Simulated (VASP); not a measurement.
# SnO2 in VASP: a series of runs

SnO2 is run at these levels: r2SCAN; tasks: single point.

Everything below comes from runs of VASP 6.6.1. Logs are shortened: lines on timing, memory, paths and dates and some standing lists are left out, and cuts for length are marked.

**1. The cell of the first run**

The typed cell holds 6 atoms: a = 4.715 Å, b = 4.715 Å, c = 3.187 Å, α = 90.00°, β = 90.00°, γ = 90.00°.

**2. Single point, r2SCAN**

Contents of POSCAR:

```
SnO2
1.0
    4.7152035480      0.0000000000      0.0000000000
    0.0000000000      4.7153341882      0.0000000000
    0.0000000000      0.0000000000      3.1869140960
Sn O
2 4
Direct
    0.5000000000      0.5000000000      0.5000000000
    0.0000000000      0.0000000000      0.0000000000
    0.3054772013      0.3055262243      0.0000000000
    0.8054772013      0.1944737757      0.5000000000
    0.1945227987      0.8055262243      0.5000000000
    0.6945227987      0.6944737757      0.0000000000
```

Contents of INCAR.step1:

```
PREC = Accurate
ENCUT = 520
ISMEAR = 0
SIGMA = 0.02
LREAL = False
LASPH = True
NELM = 60
NBANDS = 35
GGA = PE
ALGO = Normal
EDIFF = 1E-4
LWAVE = True
LCHARG = False
```

Contents of INCAR.step2:

```
PREC = Accurate
ENCUT = 520
EDIFF = 1E-7
ISMEAR = 0
SIGMA = 0.02
LREAL = False
LASPH = True
NELM = 60
ALGO = Normal
ISIF = 2
LWAVE = False
LCHARG = True
METAGGA = R2SCAN
LMIXTAU = True
LELF = True
LVHAR = True
NBANDS = 35
ISTART = 1
```

Contents of KPOINTS:

```
Automatic mesh
0
Gamma
  6 6 8
```

Potentials or basis: VASP PAW PBE potentials, release 64 (Sn_d, O).

Run with:

```sh
> cat potpaw_PBE.64/Sn_d/POTCAR potpaw_PBE.64/O/POTCAR > POTCAR
> cp INCAR.step1 INCAR
> mpirun -np 1 vasp_std > vasp.out
> cp INCAR.step2 INCAR
> mpirun -np 1 vasp_std > vasp.out
```

OUTCAR:

```text
PREC = Accurate
   ENCUT = 520
   EDIFF = 1E-7
   ISMEAR = 0
   LREAL = False
   LASPH = True
   NELM = 60
   ISIF = 2
   METAGGA = R2SCAN
   ISTART = 1

 ion  position               nearest neighbor table
   1  0.500  0.500  0.500-   4 2.04   5 2.04   3 2.05   6 2.05   3 2.05   6 2.05   2 3.70   2 3.70
                             2 3.70   2 3.70   2 3.70   2 3.70   2 3.70   2 3.70
   2  0.000  0.000  0.000-   3 2.04   6 2.04   5 2.05   4 2.05   4 2.05   5 2.05   1 3.70   1 3.70
                             1 3.70   1 3.70   1 3.70   1 3.70   1 3.70   1 3.70
   3  0.305  0.306  0.000-   2 2.04   1 2.05   1 2.05
   4  0.805  0.194  0.500-   1 2.04   2 2.05   2 2.05
   5  0.195  0.806  0.500-   1 2.04   2 2.05   2 2.05
   6  0.695  0.694  0.000-   2 2.04   1 2.05   1 2.05

  LATTYP: Found a simple orthorhombic cell.
 ALAT       =     3.1869140960
 B/A-ratio  =     1.4795515053
 C/A-ratio  =     1.4795924980

  Lattice vectors:

 A1 = (   0.0000000000,   0.0000000000,   3.1869140960)
 A2 = (   4.7152035480,   0.0000000000,   0.0000000000)
 A3 = (   0.0000000000,   4.7153341882,   0.0000000000)

Analysis of symmetry for initial positions (statically):
=====================================================================
 Subroutine PRICEL returns:
 Original cell was already a primitive cell.

 Routine SETGRP: Setting up the symmetry group for a
 simple orthorhombic supercell.

 Subroutine GETGRP returns: Found  8 space group operations
 (whereof  4 operations were pure point group operations)
 out of a pool of  8 trial point group operations.

The static configuration has the point symmetry C_2h.
 The point group associated with its full space group is D_2h.

Analysis of symmetry for dynamics (positions and initial velocities):
=====================================================================
 Subroutine PRICEL returns:
 Original cell was already a primitive cell.

 Routine SETGRP: Setting up the symmetry group for a
 simple orthorhombic supercell.

 Subroutine GETGRP returns: Found  8 space group operations
 (whereof  4 operations were pure point group operations)
 out of a pool of  8 trial point group operations.

The dynamic configuration has the point symmetry C_2h.
 The point group associated with its full space group is D_2h.

 Subroutine INISYM returns: Found  8 space group operations
 (whereof  4 operations are pure point group operations),
 and found     1 'primitive' translations

----------------------------------------------------------------------------------------

                                     Primitive cell

  volume of cell :      70.8571
[... 97 lines left out ...]
   EDIFF  = 0.1E-06   stopping-criterion for ELM
   LREAL  =      F    real-space projection
   EDIFFG = 0.1E-05   stopping-criterion for IOM
   NSW    =      0    number of steps for IOM
   IBRION =     -1    ionic relax: 0-MD 1-quasi-New 2-CG
   NFREE  =      0    steps in history (QN), initial steepest desc. (CG)
   ISIF   =      2    stress and relaxation
   ISYM   =      2    0-nonsym 1-usesym 2-fastsym
   POTIM  = 0.5000    time-step for ionic-motion
   TEBEG  =    0.0;   TEEND  =   0.0 temperature during run
   PSTRESS=    0.0 pullay stress
   NELECT =      52.0000    total number of electrons
   NUPDOWN=      -1.0000    fix difference up-down
   EMIN   =  10.00;   EMAX   =-10.00  energy-range for DOS
   EFERMI =   0.00;   METHOD = LEGACY
   ISMEAR =     0;   SIGMA  =   0.02  broadening in eV -4-tet -1-fermi 0-gaus
   EFERMI_NEDOS =   21; number of points for ismear=-14 and -15
   IALGO  =     38    algorithm
   IMIX   =      4    mixing-type and parameters
     AMIX     =   0.40;   BMIX     =  1.00
     AMIX_MAG =   1.60;   BMIX_MAG =  1.00
  volume/ion in A,a.u.               =      11.81        79.69
  Fermi-wavevector in a.u.,A,eV,Ry     =   1.476663  2.790489 29.667978  2.180535
  Thomas-Fermi vector in A             =   2.591163
   LORBIT       =      0    0 simple, 1 ext, 2 COOP (PROOUT), +10 PAW based schemes
   METAGGA = R2SCAN    functional components
   LHFCALC =     F    Hartree Fock is set to
   AEXX    =    0.0000 exact exchange contribution
   IVDW    =     0    specifies the selected vdW correction
   LEPSILON=     F    determine dielectric tensor
   LRPA    =     F    only Hartree local field effects (RPA)
 non-spin polarized calculation
 Gauss-broadening in eV      SIGMA  =   0.02
  energy-cutoff  :      520.00
  volume of cell :       70.86
 maximum number of plane-waves:      1931
 NGX is ok and might be reduce to    36
   NGX = 17   NGY = 17   NGZ = 11

 number of electron      51.9999985 magnetization

 Free energy of the ion-electron system (eV)
  ---------------------------------------------------
  ext. energy  EPLUGINS =         0.00000000
  ---------------------------------------------------
  free energy    TOTEN  =       -84.59020148 eV

  energy without entropy =      -84.59020148  energy(sigma->0) =      -84.59020148

 E-fermi :   5.9778     XC(G=0): -12.1053

 val. band max:        5.8307108787   @ k =   0.0000   0.0000   0.0000
 cond. band min:       7.8860040745   @ k =   0.0000   0.0000   0.0000
 fundamental gap:      2.0552931958
 Fermi energy:         5.9778194292

 k-point     1 :       0.0000    0.0000    0.0000
  band No.  band energies     occupation
      1     -15.9511      2.00000
      2     -14.9743      2.00000
      3     -14.6335      2.00000
      4     -14.6335      2.00000
      5     -14.6096      2.00000
      6     -14.6094      2.00000
[... 901 lines left out ...]
     34      19.1164      0.00000
     35      19.5500      0.00000

 [... further k-points ...]
[... 5 lines left out ...]
  --------------------------------------------------------------------------------------
  -------------------------------------------------------------------------------------
  Total        2.6661913      2.6662020      2.8957303     -0.0000000      0.0000000      0.0000000
  in kB       60.2862968     60.2865388     65.4764938     -0.0000000      0.0000000      0.0000000
  external PRESSURE =      62.0164431 kB  Pullay stress =       0.0000000 kB

 VOLUME and BASIS-vectors are now :
 -----------------------------------------------------------------------------
  energy-cutoff  :      520.00
  volume of cell :       70.86
      direct lattice vectors                 reciprocal lattice vectors
     4.715203548  0.000000000  0.000000000     0.212079922  0.000000000  0.000000000
     0.000000000  4.715334188  0.000000000     0.000000000  0.212074046  0.000000000
     0.000000000  0.000000000  3.186914096     0.000000000  0.000000000  0.313783168

 POSITION                                       TOTAL-FORCE (eV/Angst)
 -----------------------------------------------------------------------------------
      2.35760      2.35767      1.59346         0.000000      0.000000      0.000000
      0.00000      0.00000      0.00000         0.000000      0.000000      0.000000
      1.44039      1.44066      0.00000        -0.013167     -0.013250      0.000000
      3.79799      0.91701      1.59346        -0.013167      0.013250      0.000000
      0.91721      3.79833      1.59346         0.013167     -0.013250      0.000000
      3.27482      3.27468      0.00000         0.013167      0.013250      0.000000
 -----------------------------------------------------------------------------------
    total drift:                                0.000000      0.000000     -0.000000

  FREE ENERGIE OF THE ION-ELECTRON SYSTEM (eV)
  ---------------------------------------------------
  free  energy   TOTEN  =       -84.5902014817 eV

  energy  without entropy=      -84.5902014817  energy(sigma->0) =      -84.59020148
```

OSZICAR.step1:

```text
N       E                     dE             d eps       ncg     rms          rms(c)
DAV:   1     0.642414697456E+03    0.64241E+03   -0.25709E+04  6214   0.234E+03
DAV:   2     0.602298038664E+02   -0.58218E+03   -0.54811E+03  5936   0.621E+02
DAV:   3    -0.381330528992E+02   -0.98363E+02   -0.96407E+02  6096   0.209E+02
DAV:   4    -0.432616849521E+02   -0.51286E+01   -0.50934E+01  7003   0.517E+01
DAV:   5    -0.433921440678E+02   -0.13046E+00   -0.13027E+00  7013   0.870E+00    0.162E+01
DAV:   6    -0.370229052017E+02    0.63692E+01   -0.17472E+01  8893   0.638E+01    0.632E+00
DAV:   7    -0.371437822755E+02   -0.12088E+00   -0.20761E+00  6509   0.802E+00    0.325E+00
DAV:   8    -0.371223234173E+02    0.21459E-01   -0.16123E-01  8014   0.435E+00    0.755E-01
DAV:   9    -0.371154771866E+02    0.68462E-02   -0.34781E-02  9236   0.309E+00    0.133E-01
DAV:  10    -0.371161030418E+02   -0.62586E-03   -0.38207E-03  6666   0.455E-01    0.619E-02
DAV:  11    -0.371162295927E+02   -0.12655E-03   -0.19026E-04  5673   0.107E-01    0.121E-02
DAV:  12    -0.371162296029E+02   -0.10266E-07   -0.23470E-05  3531   0.462E-02
   1 F= -.37116230E+02 E0= -.37116230E+02  d E =-.578808E-15
```

Run time: 11 min. Hardware: 1 thread of Intel Xeon 8259CL, shared host; peak memory 0.28 GiB.

Results:

| Property | Result |
| --- | --- |
| Free energy | -84.5902 eV |
| Pressure | 6.2 GPa |
| Largest force | 0.019 eV/Å |
| Band gap on the k mesh | 2.06 eV |

Forces on the atoms (eV/Å):
```
Sn   0.000  0.000  0.000
Sn   0.000  0.000  0.000
O   -0.013 -0.013  0.000
O   -0.013  0.013  0.000
O    0.013 -0.013  0.000
O    0.013  0.013  0.000
```

Levels at points of the mesh, in eV from the valence-band top:
```csv
k point,band 24,band 25,band 26,band 27,band 28,band 29
"(0.00, 0.00, 0.00)",-0.79,-0.79,0.00,2.06,7.00,7.15
"(0.50, 0.00, 0.00)",-1.17,-0.63,-0.63,5.27,5.27,7.92
"(0.00, 0.50, 0.00)",-1.17,-0.63,-0.63,5.27,5.27,7.92
"(0.50, 0.50, 0.00)",-1.30,-0.94,-0.94,5.71,5.71,8.38
"(0.00, 0.00, 0.50)",-1.73,-1.30,-1.30,7.15,7.15,10.72
"(0.50, 0.00, 0.50)",-1.15,-0.66,-0.66,7.44,7.44,9.08
"(0.00, 0.50, 0.50)",-1.15,-0.66,-0.66,7.44,7.44,9.08
"(0.50, 0.50, 0.50)",-0.97,-0.87,-0.87,5.76,5.76,9.79
```

Caveat: the cell stands under pressure; the PAW data sets were made with another functional, which shifts forces and pressure a little; spin-orbit coupling is left out, which moves the levels of the heavy elements.

[end of part 1 of 2]
